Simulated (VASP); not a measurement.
# SnBiF3 (Pm-3m) in VASP: notebook, part 2 of 2

VASP 6.6.1.

### 3 Relaxation of cell and atoms, PBE

This run uses another cell than the first one, of 20.47 Å³/atom, 1.006 times its volume.

File INCAR:

```
PREC     = Accurate       # precision mode
ENCUT    = 600            # plane-wave cutoff, eV
EDIFF    = 1E-6           # SCF threshold, eV
ISMEAR   = 0              # smearing method
SIGMA    = 0.1            # smearing width, eV
LREAL    = F              # projectors in reciprocal space
LASPH    = T              # aspherical terms in the spheres
NELM     = 100            # most SCF steps
ALGO     = Normal         # electronic algorithm
ISIF     = 3              # what is computed and relaxed
LWAVE    = F              # write WAVECAR
LCHARG   = F              # write CHGCAR
GGA      = PE             # functional
IBRION   = 2              # ionic algorithm
NSW      = 100            # ionic steps
EDIFFG   = -0.01          # ionic threshold
```

File KPOINTS:

```
Automatic mesh
0
Gamma
  8 8 8
```

File POSCAR:

```
SnBiF3
1.0
    4.6775279084      0.0000000000      0.0000000000
    0.0000000000      4.6775279084      0.0000000000
    0.0000000000      0.0000000000      4.6775279084
Sn Bi F
1 1 3
Direct
    0.0000000000      0.0000000000      0.0000000000
    0.5000000000      0.5000000000      0.5000000000
    0.5000000000      0.0000000000      0.0000000000
    0.0000000000      0.5000000000      0.0000000000
    0.0000000000      0.0000000000      0.5000000000
```

Potentials or basis: VASP PAW PBE potentials, release 64 (Sn_d, Bi_d, F).

Started as:

```
$ cat potpaw_PBE.64/Sn_d/POTCAR potpaw_PBE.64/Bi_d/POTCAR potpaw_PBE.64/F/POTCAR > POTCAR
$ mpirun -np 1 vasp_std > vasp.out
```

OUTCAR:

```text
PREC = Accurate
   ENCUT = 600
   EDIFF = 1E-6
   ISMEAR = 0
   LREAL = F
   LASPH = T
   NELM = 100
   ISIF = 3
   GGA = PE
   IBRION = 2
   NSW = 100
   EDIFFG = -0.01

 ion  position               nearest neighbor table
   1  0.000  0.000  0.000-   3 2.34   4 2.34   5 2.34   5 2.34   4 2.34   3 2.34
   2  0.500  0.500  0.500-
   3  0.500  0.000  0.000-   1 2.34   1 2.34
   4  0.000  0.500  0.000-   1 2.34   1 2.34
   5  0.000  0.000  0.500-   1 2.34   1 2.34

  LATTYP: Found a simple cubic cell.
 ALAT       =     4.6775279084

  Lattice vectors:

 A1 = (   4.6775279084,   0.0000000000,   0.0000000000)
 A2 = (   0.0000000000,   4.6775279084,   0.0000000000)
 A3 = (   0.0000000000,   0.0000000000,   4.6775279084)

Analysis of symmetry for initial positions (statically):
=====================================================================
 Subroutine PRICEL returns:
 Original cell was already a primitive cell.

 Routine SETGRP: Setting up the symmetry group for a
 simple cubic supercell.

 Subroutine GETGRP returns: Found 48 space group operations
 (whereof 48 operations were pure point group operations)
 out of a pool of 48 trial point group operations.

The static configuration has the point symmetry O_h .

Analysis of symmetry for dynamics (positions and initial velocities):
=====================================================================
 Subroutine PRICEL returns:
 Original cell was already a primitive cell.

 Routine SETGRP: Setting up the symmetry group for a
 simple cubic supercell.

 Subroutine GETGRP returns: Found 48 space group operations
 (whereof 48 operations were pure point group operations)
 out of a pool of 48 trial point group operations.

The dynamic configuration has the point symmetry O_h .

 Subroutine INISYM returns: Found 48 space group operations
 (whereof 48 operations are pure point group operations),
 and found     1 'primitive' translations

----------------------------------------------------------------------------------------

                                     Primitive cell

  volume of cell :     102.3409

  direct lattice vectors                    reciprocal lattice vectors
     4.677527908  0.000000000  0.000000000     0.213788142  0.000000000  0.000000000
     0.000000000  4.677527908  0.000000000     0.000000000  0.213788142  0.000000000
     0.000000000  0.000000000  4.677527908     0.000000000  0.000000000  0.213788142

  length of vectors
     4.677527908  4.677527908  4.677527908     0.213788142  0.213788142  0.213788142

  position of ions in fractional coordinates (direct lattice)
     0.000000000  0.000000000  0.000000000
     0.500000000  0.500000000  0.500000000
     0.500000000  0.000000000  0.000000000
     0.000000000  0.500000000  0.000000000
     0.000000000  0.000000000  0.500000000

  ion indices of the primitive-cell ions
   primitive index   ion index
                 1           1
                 2           2
                 3           3
                 4           4
                 5           5
[... 31 lines left out ...]
  0.250000  0.000000  0.000000      6.000000
  0.375000  0.000000  0.000000      6.000000
  0.500000  0.000000  0.000000      3.000000
  0.125000  0.125000  0.000000     12.000000
[... 16 lines left out ...]
  0.375000  0.375000  0.125000     24.000000
  0.500000  0.375000  0.125000     24.000000
 [... further k-points ...]
   k-points           NKPTS =     35   k-points in BZ     NKDIM =     35   number of bands    NBANDS=     30
   number of dos      NEDOS =    301   number of ions     NIONS =      5
   total plane-waves  NPLWV =  64000
   dimension x,y,z NGX =    40 NGY =   40 NGZ =   40
   dimension x,y,z NGXF=    80 NGYF=   80 NGZF=   80
   ions per type =               1   1   3
   NGX,Y,Z   is equivalent  to a cutoff of  14.22, 14.22, 14.22 a.u.
   NGXF,Y,Z  is equivalent  to a cutoff of  28.43, 28.43, 28.43 a.u.
 SYSTEM =  unknown system
   PREC   = accura    normal or accurate (medium, high low for compatibility)
   ISTART =      0    job   : 0-new  1-cont  2-samecut
   ICHARG =      2    charge: 1-file 2-atom 10-const
   ISPIN  =      1    spin polarized calculation?
   LNONCOLLINEAR =      F non collinear calculations
   LSORBIT =      F    spin-orbit coupling
   LASPH  =      T    aspherical Exc in radial PAW
   ENCUT  =  600.0 eV  44.10 Ry    6.64 a.u.   9.34  9.34  9.34*2*pi/ulx,y,z
   NELM   =    100;   NELMIN=  2; NELMDL= -5     # of ELM steps
   EDIFF  = 0.1E-05   stopping-criterion for ELM
   LREAL  =      F    real-space projection
   EDIFFG = -.1E-01   stopping-criterion for IOM
   NSW    =    100    number of steps for IOM
   IBRION =      2    ionic relax: 0-MD 1-quasi-New 2-CG
   NFREE  =      1    steps in history (QN), initial steepest desc. (CG)
   ISIF   =      3    stress and relaxation
   ISYM   =      2    0-nonsym 1-usesym 2-fastsym
   POTIM  = 0.5000    time-step for ionic-motion
   TEBEG  =    0.0;   TEEND  =   0.0 temperature during run
   PSTRESS=    0.0 pullay stress
   NELECT =      50.0000    total number of electrons
   NUPDOWN=      -1.0000    fix difference up-down
   EMIN   =  10.00;   EMAX   =-10.00  energy-range for DOS
   EFERMI =   0.00;   METHOD = LEGACY
   ISMEAR =     0;   SIGMA  =   0.10  broadening in eV -4-tet -1-fermi 0-gaus
   EFERMI_NEDOS =   21; number of points for ismear=-14 and -15
   IALGO  =     38    algorithm
   IMIX   =      4    mixing-type and parameters
     AMIX     =   0.40;   BMIX     =  1.00
     AMIX_MAG =   1.60;   BMIX_MAG =  1.00
  volume/ion in A,a.u.               =      20.47       138.13
  Fermi-wavevector in a.u.,A,eV,Ry     =   1.289383  2.436580 22.619785  1.662507
  Thomas-Fermi vector in A             =   2.421279
   LORBIT       =      0    0 simple, 1 ext, 2 COOP (PROOUT), +10 PAW based schemes
   GGA     = PE    functional components
   LHFCALC =     F    Hartree Fock is set to
   AEXX    =    0.0000 exact exchange contribution
   IVDW    =     0    specifies the selected vdW correction
   LEPSILON=     F    determine dielectric tensor
   LRPA    =     F    only Hartree local field effects (RPA)
 conjugate gradient relaxation of ions
 non-spin polarized calculation
 Gauss-broadening in eV      SIGMA  =   0.10
  energy-cutoff  :      600.00
  volume of cell :      102.34
 maximum number of plane-waves:      3450
 NGX is ok and might be reduce to    40
   NGX = 19   NGY = 19   NGZ = 19

--------------------------------------- Ionic step        1  -------------------------------------------

 number of electron      50.0000042 magnetization

 Free energy of the ion-electron system (eV)
  ---------------------------------------------------
  ext. energy  EPLUGINS =         0.00000000
  ---------------------------------------------------
  free energy    TOTEN  =       -19.92621407 eV

  energy without entropy =      -19.88616079  energy(sigma->0) =      -19.90618743

------------------------ aborting loop because EDIFF is reached ----------------------------------------

  FORCE on cell =-STRESS in cart. coord.  units (eV):
  Direction    XX          YY          ZZ          XY          YZ          ZX
  --------------------------------------------------------------------------------------
  -------------------------------------------------------------------------------------
  Total       -0.2682198     -0.2682198     -0.2682198      0.0000000      0.0000000     -0.0000000
  in kB       -4.1990618     -4.1990618     -4.1990618      0.0000000      0.0000000     -0.0000000
  external PRESSURE =      -4.1990618 kB  Pullay stress =       0.0000000 kB
[... 65 lines left out ...]
--------------------------------------- Ionic step        3  -------------------------------------------

 number of electron      50.0000032 magnetization

 Free energy of the ion-electron system (eV)
  ---------------------------------------------------
  ext. energy  EPLUGINS =         0.00000000
  ---------------------------------------------------
  free energy    TOTEN  =       -19.92755953 eV

  energy without entropy =      -19.88771051  energy(sigma->0) =      -19.90763502

 E-fermi :   4.2532     XC(G=0):  -9.3040

 val. band max:        4.2467284026   @ k =   0.5000   0.5000   0.2500
 cond. band min:       4.2560567877   @ k =   0.2500   0.0000   0.0000
 fundamental gap:      0.0093283851
 Fermi energy:         4.2531627970

 k-point     1 :       0.0000    0.0000    0.0000
  band No.  band energies     occupation
      1     -19.3738      2.00000
      2     -19.3738      2.00000
      3     -19.3419      2.00000
      4     -19.3419      2.00000
      5     -19.3419      2.00000
      6     -19.2478      2.00000
[... 781 lines left out ...]
     29       8.3962      0.00000
     30       9.3322      0.00000

 [... further k-points ...]

------------------------ aborting loop because EDIFF is reached ----------------------------------------

  FORCE on cell =-STRESS in cart. coord.  units (eV):
  Direction    XX          YY          ZZ          XY          YZ          ZX
  --------------------------------------------------------------------------------------
  -------------------------------------------------------------------------------------
  Total       -0.0083835     -0.0083835     -0.0083835      0.0000000      0.0000000     -0.0000000
  in kB       -0.1325207     -0.1325207     -0.1325207      0.0000000      0.0000000     -0.0000000
  external PRESSURE =      -0.1325207 kB  Pullay stress =       0.0000000 kB
[... 20 lines left out ...]
  FREE ENERGIE OF THE ION-ELECTRON SYSTEM (eV)
  ---------------------------------------------------
  free  energy   TOTEN  =       -19.9275595257 eV

  energy  without entropy=      -19.8877105090  energy(sigma->0) =      -19.90763502

 reached required accuracy - stopping structural energy minimisation
```

It took 2.7 min on 1 thread of Intel Xeon 6975P-C (Granite Rapids), shared host; peak memory 0.33 GiB.

What came out:

```yaml
Free_energy: -19.9276 eV
Relaxed_volume: 20.27 Å³/atom
Relaxed_cell: a = 4.662 Å, b = 4.662 Å, c = 4.662 Å, α = 90.00°, β = 90.00°, γ = 90.00°
Space_group_after_relaxing_to_0.05_Å: Pm-3m (No. 221)
Energy_gained_by_relaxing: 0.3 meV/atom
Ionic_steps: 3
Pressure_after_relaxing: 0.0 GPa
Band_gap_on_the_k_mesh: zero (band 25 reaches 5.09 eV, above the bottom of band 26 at 3.85 eV)
```

Step by step:
```
step  energy change (eV)  largest force (eV/Å)  pressure (GPa)  volume (Å³)
   1              0.0000                0.0000           -0.42       102.34
   2             -0.0013                0.0000           -0.09       101.55
   3             -0.0013                0.0000           -0.01       101.36
```

Final structure:
```
Sn Bi F
1.0
     4.66248    0.00000    0.00000
     0.00000    4.66248    0.00000
     0.00000    0.00000    4.66248
Sn Bi F
1 1 3
Direct
  0.00000 0.00000 0.00000
  0.50000 0.50000 0.50000
  0.50000 0.00000 0.00000
  0.00000 0.50000 0.00000
  0.00000 0.00000 0.50000
```

Levels at points of the mesh, in eV from the Fermi level:
```
           k point  band 21  band 22  band 23  band 24  band 25  band 26  band 27  band 28  band 29  band 30
(0.00, 0.00, 0.00)    -4.47    -4.47    -4.47    -4.42     0.84     0.84     0.84     6.03     6.03     6.55
(0.50, 0.00, 0.00)    -4.55    -4.49    -4.49    -2.12    -0.39     0.60     0.60     3.53     5.52     5.52
(0.50, 0.50, 0.00)    -4.59    -4.59    -4.14    -0.49    -0.49    -0.40     0.38     4.26     4.26     5.36
(0.50, 0.50, 0.50)    -4.14    -4.14    -4.14     0.30     0.30     0.30     0.81     2.58     2.58     2.58
```

Caveat: spin-orbit coupling is left out, which moves the levels of the heavy elements.
